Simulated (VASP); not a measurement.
# Rh (Pm-3m) in VASP: further runs

Runs on Rh. Level: LDA. Tasks: single point.

Everything below comes from runs of VASP 6.6.1. Logs are shortened: lines on timing, memory, paths and dates and some standing lists are left out, and cuts for length are marked.

### Step 1. The cell of the first run

The structure is cubic, space group Pm-3m (No. 221). Conventional cell: a = 2.480 Å, b = 2.480 Å, c = 2.480 Å, α = 90.00°, β = 90.00°, γ = 90.00°. Within 3.3 Å of Rh (site symmetry m-3m) lie 6 Rh at 2.48 Å.

### Step 2. Single point, LDA

File INCAR:

```
SYSTEM = Rh
ALGO = Normal
EDIFF = 1E-6
ENCUT = 520
GGA = CA
ISIF = 2
ISMEAR = -1
LASPH = .TRUE.
LCHARG = .FALSE.
LREAL = .FALSE.
LWAVE = .FALSE.
NBANDS = 14
NELM = 60
PREC = Accurate
SIGMA = 0.08
```

File KPOINTS:

```
k-points
0
G
  17 17 17
  0 0 0
```

File POSCAR:

```
Rh
1.0
    2.4798091275      0.0000000000      0.0000000000
    0.0000000000      2.4798091275      0.0000000000
    0.0000000000      0.0000000000      2.4798091275
Rh
1
Direct
    0.0000000000      0.0000000000      0.0000000000
```

Potentials or basis: VASP PAW LDA potentials, release 64 (Rh_pv).

The run is started by

```bash
cat potpaw_LDA.64/Rh_pv/POTCAR > POTCAR
mpirun -np 1 vasp_std > vasp.out
```

OUTCAR:

```text
SYSTEM = Rh
   EDIFF = 1E-6
   ENCUT = 520
   GGA = CA
   ISIF = 2
   ISMEAR = -1
   LASPH = .TRUE.
   LREAL = .FALSE.
   NELM = 60
   PREC = Accurate

 ion  position               nearest neighbor table
   1  0.000  0.000  0.000-

  LATTYP: Found a simple cubic cell.
 ALAT       =     2.4798091275

  Lattice vectors:

 A1 = (   2.4798091275,   0.0000000000,   0.0000000000)
 A2 = (   0.0000000000,   2.4798091275,   0.0000000000)
 A3 = (   0.0000000000,   0.0000000000,   2.4798091275)

Analysis of symmetry for initial positions (statically):
=====================================================================
 Subroutine PRICEL returns:
 Original cell was already a primitive cell.

 Routine SETGRP: Setting up the symmetry group for a
 simple cubic supercell.

 Subroutine GETGRP returns: Found 48 space group operations
[... 9 lines left out ...]

 Routine SETGRP: Setting up the symmetry group for a
 simple cubic supercell.

 Subroutine GETGRP returns: Found 48 space group operations
[... 11 lines left out ...]
                                     Primitive cell

  volume of cell :      15.2495

  direct lattice vectors                    reciprocal lattice vectors
     2.479809127  0.000000000  0.000000000     0.403256843  0.000000000  0.000000000
     0.000000000  2.479809127  0.000000000     0.000000000  0.403256843  0.000000000
     0.000000000  0.000000000  2.479809127     0.000000000  0.000000000  0.403256843

  length of vectors
     2.479809127  2.479809127  2.479809127     0.403256843  0.403256843  0.403256843

  position of ions in fractional coordinates (direct lattice)
     0.000000000  0.000000000  0.000000000

  ion indices of the primitive-cell ions
   primitive index   ion index
                 1           1

----------------------------------------------------------------------------------------

 KPOINTS: k-points

Automatic generation of k-mesh.
 Grid dimensions read from file:
 generate k-points for:   17   17   17

 Generating k-lattice:

  Cartesian coordinates                     Fractional coordinates (reciprocal lattice)
     0.023720991  0.000000000  0.000000000     0.058823529  0.000000000  0.000000000
     0.000000000  0.023720991  0.000000000     0.000000000  0.058823529  0.000000000
     0.000000000  0.000000000  0.023720991     0.000000000  0.000000000  0.058823529

  Length of vectors
     0.023720991  0.023720991  0.023720991

  Shift w.r.t. Gamma in fractional coordinates (k-lattice)
     0.000000000  0.000000000  0.000000000

 Subroutine IBZKPT returns following result:
 ===========================================

 Found    165 irreducible k-points:

 Following reciprocal coordinates:
            Coordinates               Weight
  0.000000  0.000000  0.000000      1.000000
  0.058824  0.000000  0.000000      6.000000
  0.117647  0.000000  0.000000      6.000000
  0.176471  0.000000  0.000000      6.000000
  0.235294  0.000000  0.000000      6.000000
  0.294118  0.000000  0.000000      6.000000
[... 16 lines left out ...]
  0.411765  0.117647  0.000000     24.000000
  0.470588  0.117647  0.000000     24.000000
 [... further k-points ...]
   k-points           NKPTS =    165   k-points in BZ     NKDIM =    165   number of bands    NBANDS=     14
   number of dos      NEDOS =    301   number of ions     NIONS =      1
   total plane-waves  NPLWV =   5832
   dimension x,y,z NGX =    18 NGY =   18 NGZ =   18
   dimension x,y,z NGXF=    36 NGYF=   36 NGZF=   36
   ions per type =               1
   NGX,Y,Z   is equivalent  to a cutoff of  12.07, 12.07, 12.07 a.u.
   NGXF,Y,Z  is equivalent  to a cutoff of  24.13, 24.13, 24.13 a.u.
 SYSTEM =  Rh
   PREC   = accura    normal or accurate (medium, high low for compatibility)
   ISTART =      0    job   : 0-new  1-cont  2-samecut
   ICHARG =      2    charge: 1-file 2-atom 10-const
   ISPIN  =      1    spin polarized calculation?
   LNONCOLLINEAR =      F non collinear calculations
   LSORBIT =      F    spin-orbit coupling
   LASPH  =      T    aspherical Exc in radial PAW
   ENCUT  =  520.0 eV  38.22 Ry    6.18 a.u.   4.61  4.61  4.61*2*pi/ulx,y,z
   NELM   =     60;   NELMIN=  2; NELMDL= -5     # of ELM steps
   EDIFF  = 0.1E-05   stopping-criterion for ELM
   LREAL  =      F    real-space projection
   EDIFFG = 0.1E-04   stopping-criterion for IOM
   NSW    =      0    number of steps for IOM
   IBRION =     -1    ionic relax: 0-MD 1-quasi-New 2-CG
   NFREE  =      0    steps in history (QN), initial steepest desc. (CG)
   ISIF   =      2    stress and relaxation
   ISYM   =      2    0-nonsym 1-usesym 2-fastsym
   POTIM  = 0.5000    time-step for ionic-motion
   TEBEG  =    0.0;   TEEND  =   0.0 temperature during run
   PSTRESS=    0.0 pullay stress
   NELECT =      15.0000    total number of electrons
   NUPDOWN=      -1.0000    fix difference up-down
   EMIN   =  10.00;   EMAX   =-10.00  energy-range for DOS
   EFERMI =   0.00;   METHOD = LEGACY
   ISMEAR =    -1;   SIGMA  =   0.08  broadening in eV -4-tet -1-fermi 0-gaus
   EFERMI_NEDOS =   21; number of points for ismear=-14 and -15
   IALGO  =     38    algorithm
   IMIX   =      4    mixing-type and parameters
     AMIX     =   0.40;   BMIX     =  1.00
     AMIX_MAG =   1.60;   BMIX_MAG =  1.00
  volume/ion in A,a.u.               =      15.25       102.91
  Fermi-wavevector in a.u.,A,eV,Ry     =   1.628122  3.076705 36.066077  2.650782
  Thomas-Fermi vector in A             =   2.720805
   LORBIT       =      0    0 simple, 1 ext, 2 COOP (PROOUT), +10 PAW based schemes
   GGA     = CA    functional components
   LHFCALC =     F    Hartree Fock is set to
   AEXX    =    0.0000 exact exchange contribution
   IVDW    =     0    specifies the selected vdW correction
   LEPSILON=     F    determine dielectric tensor
   LRPA    =     F    only Hartree local field effects (RPA)
 non-spin polarized calculation
  energy-cutoff  :      520.00
  volume of cell :       15.25
 maximum number of plane-waves:       437
   NGX =  9   NGY =  9   NGZ =  9

 number of electron      15.0000001 magnetization

 Free energy of the ion-electron system (eV)
  ---------------------------------------------------
  ext. energy  EPLUGINS =         0.00000000
  ---------------------------------------------------
  free energy    TOTEN  =        -7.80983666 eV

  energy without entropy =       -7.77716296  energy(sigma->0) =       -7.79349981

 E-fermi :  10.0457     XC(G=0): -13.5473

 val. band max:       10.0416950853   @ k =   0.3529   0.3529   0.1765
 cond. band min:      10.0599020619   @ k =   0.1765   0.0588   0.0000
 fundamental gap:      0.0182069766
 Fermi energy:        10.0456788919

 k-point     1 :       0.0000    0.0000    0.0000
  band No.  band energies     occupation
      1     -35.8469      2.00000
      2     -35.8469      2.00000
      3     -35.8469      2.00000
      4       2.8007      2.00000
      5       4.4259      2.00000
      6       4.4259      2.00000
      7      10.9148      0.00004
      8      10.9148      0.00004
      9      10.9148      0.00004
     10      27.2181      0.00000
     11      27.2181      0.00000
     12      27.2181      0.00000
     13      30.8891      0.00000
     14      35.0965      0.00000

 k-point     2 :       0.0588    0.0000    0.0000
  band No.  band energies     occupation
      1     -35.8779      2.00000
      2     -35.8443      2.00000
      3     -35.8443      2.00000
      4       2.9067      2.00000
      5       4.4475      2.00000
      6       4.5270      2.00000
      7      10.8172      0.00013
      8      10.8172      0.00013
      9      10.9224      0.00003
     10      26.5123      0.00000
     11      27.4077      0.00000
     12      27.4077      0.00000
     13      30.8907      0.00000
     14      34.4487      0.00000

 k-point     3 :       0.1176    0.0000    0.0000
  band No.  band energies     occupation
      1     -35.9662      2.00000
      2     -35.8369      2.00000
      3     -35.8369      2.00000
      4       3.1964      2.00000
      5       4.5098      2.00000
      6       4.8442      2.00000
      7      10.5467      0.00380
      8      10.5467      0.00380
      9      10.9441      0.00003
     10      24.9494      0.00000
     11      27.9494      0.00000
     12      27.9494      0.00000
     13      30.8923      0.00000
     14      33.2049      0.00000

 k-point     4 :       0.1765    0.0000    0.0000
  band No.  band energies     occupation
      1     -36.0987      2.00000
      2     -35.8256      2.00000
      3     -35.8256      2.00000
      4       3.5975      2.00000
      5       4.6060      2.00000
      6       5.4074      2.00000
      7      10.1603      0.38546
      8      10.1603      0.38546
      9      10.9772      0.00002
     10      23.1629      0.00000
     11      28.7744      0.00000
     12      28.7744      0.00000
     13      30.8931      0.00000
     14      31.8323      0.00000

 k-point     5 :       0.2353    0.0000    0.0000
  band No.  band energies     occupation
      1     -36.2561      2.00000
      2     -35.8119      2.00000
      3     -35.8119      2.00000
      4       4.0342      2.00000
      5       4.7247      2.00000
      6       6.2183      2.00000
      7       9.7265      1.96368
      8       9.7265      1.96368
      9      11.0173      0.00001
     10      21.4142      0.00000
     11      29.7950      0.00000
[... 276 lines left out ...]
 k-point    22 :       0.3529    0.1176    0.0000
  band No.  band energies     occupation
      1     -36.5451      2.00000
      2     -35.9004      2.00000
      3     -35.7753      2.00000
      4       5.0165      2.00000
      5       5.4950      2.00000
      6       7.3925      2.00000
      7       9.0066      2.00000
      8       9.6820      1.97901
      9      10.7679      0.00024
     10      18.7882      0.00000
     11      27.9633      0.00000
     12      30.1081      0.00000
     13      30.8994      0.00000
     14      32.8673      0.00000

 k-point    23 :       0.4118    0.1176    0.0000
  band No.  band energies     occupation
      1     -36.6503      2.00000
      2     -35.8902      2.00000
      3     -35.7657      2.00000
      4       5.1939      2.00000
      5       5.7386      2.00000
      6       7.3258      2.00000
      7       8.7557      2.00000
      8      10.5125      0.00583
      9      10.8011      0.00016
     10      17.5676      0.00000
     11      27.9228      0.00000
     12      30.3925      0.00000
     13      30.9013      0.00000
     14      33.2113      0.00000

 k-point    24 :       0.4706    0.1176    0.0000
  band No.  band energies     occupation
      1     -36.7063      2.00000
      2     -35.8847      2.00000
      3     -35.7606      2.00000
      4       5.2749      2.00000
      5       5.9151      2.00000
      6       7.2011      2.00000
      7       8.6250      2.00000
      8      10.8190      0.00013
      9      11.1698      0.00000
     10      16.8035      0.00000
     11      27.7916      0.00000
     12      30.8737      0.00000
     13      30.9738      0.00000
     14      32.1711      0.00000

 [... further k-points ...]
[... 5 lines left out ...]
  --------------------------------------------------------------------------------------
  -------------------------------------------------------------------------------------
  Total        0.0734036      0.0734036      0.0734036      0.0000000     -0.0000000      0.0000000
  in kB        7.7121127      7.7121127      7.7121127      0.0000000     -0.0000000      0.0000000
  external PRESSURE =       7.7121127 kB  Pullay stress =       0.0000000 kB

 VOLUME and BASIS-vectors are now :
 -----------------------------------------------------------------------------
  energy-cutoff  :      520.00
  volume of cell :       15.25
      direct lattice vectors                 reciprocal lattice vectors
     2.479809127  0.000000000  0.000000000     0.403256843  0.000000000  0.000000000
     0.000000000  2.479809127  0.000000000     0.000000000  0.403256843  0.000000000
     0.000000000  0.000000000  2.479809127     0.000000000  0.000000000  0.403256843

 POSITION                                       TOTAL-FORCE (eV/Angst)
 -----------------------------------------------------------------------------------
      0.00000      0.00000      0.00000         0.000000      0.000000      0.000000
 -----------------------------------------------------------------------------------
    total drift:                                0.000000      0.000000      0.000000

  FREE ENERGIE OF THE ION-ELECTRON SYSTEM (eV)
  ---------------------------------------------------
  free  energy   TOTEN  =        -7.8098366644 eV

  energy  without entropy=       -7.7771629553  energy(sigma->0) =       -7.79349981
```

Wall time 14 s (1 thread of Intel Xeon Platinum 8259CL at 2.50GHz (Skylake/Cascade Lake), shared host); peak memory 0.14 GiB.

What came out:

* Free energy: -7.8098 eV
* Pressure: 0.8 GPa

### Step 3. Single point, LDA

File INCAR:

```
  ALGO = Normal
  EDIFF = 1E-6
  ENCUT = 520
  ISIF = 2
  ISMEAR = -1
  LASPH = True
  LCHARG = True
  LELF = True
  LREAL = False
  LVHAR = True
  LWAVE = False
  NBANDS = 14
  NELM = 60
  PREC = Accurate
  SIGMA = 0.08
```

File KPOINTS:

```
k-points
0
Gamma
  17 17 17
```

POSCAR is that of step 2.

Potentials or basis: VASP PAW LDA potentials, release 64 (Rh_pv).

The run is started by

```bash
cat potpaw_LDA.64/Rh_pv/POTCAR > POTCAR
mpirun -np 1 vasp_std > vasp.out
```

Run time: 20 s. Hardware: 1 thread of Intel Xeon Platinum 8259CL at 2.50GHz (Skylake/Cascade Lake), shared host; peak memory 0.14 GiB.

It converged, with:

| Quantity | Value |
| --- | --- |
| Free energy | -7.8098 eV |
| Pressure | 0.8 GPa |

Levels at points of the mesh, in eV from the Fermi level:
```tsv
k point	band 6	band 7	band 8	band 9	band 10	band 11
(0.00, 0.00, 0.00)	-5.62	0.87	0.87	0.87	17.17	17.17
```

### Step 4. Single point, LDA

File INCAR:

```
PREC = Accurate
ENCUT = 520
EDIFF = 1E-6
ISMEAR = -1
SIGMA = 0.08
LREAL = False
LASPH = True
NELM = 100
ALGO = Normal
ISIF = 2
LWAVE = False
LCHARG = True
GGA = CA
LELF = True
LVHAR = True
NBANDS = 14
```

File KPOINTS:

```
regular mesh
0
Gamma
  17 17 17
```

POSCAR is that of step 3.

The run is started by

```bash
cat potpaw_LDA.64/Rh_pv/POTCAR > POTCAR
mpirun -np 1 vasp_std > vasp.out
```

It took 17 s on 1 thread of Intel Xeon Platinum 8259CL at 2.50GHz (Skylake/Cascade Lake), shared host; peak memory 0.14 GiB.

The run converged. Its results:

```
Free energy : -7.8098 eV
Pressure    : 0.8 GPa
```

Levels at points of the mesh, in eV from the Fermi level:
```tsv
k point	band 6	band 7	band 8	band 9	band 10	band 11
(0.00, 0.00, 0.00)	-5.62	0.87	0.87	0.87	17.17	17.17
```

[end of part 1 of 2]
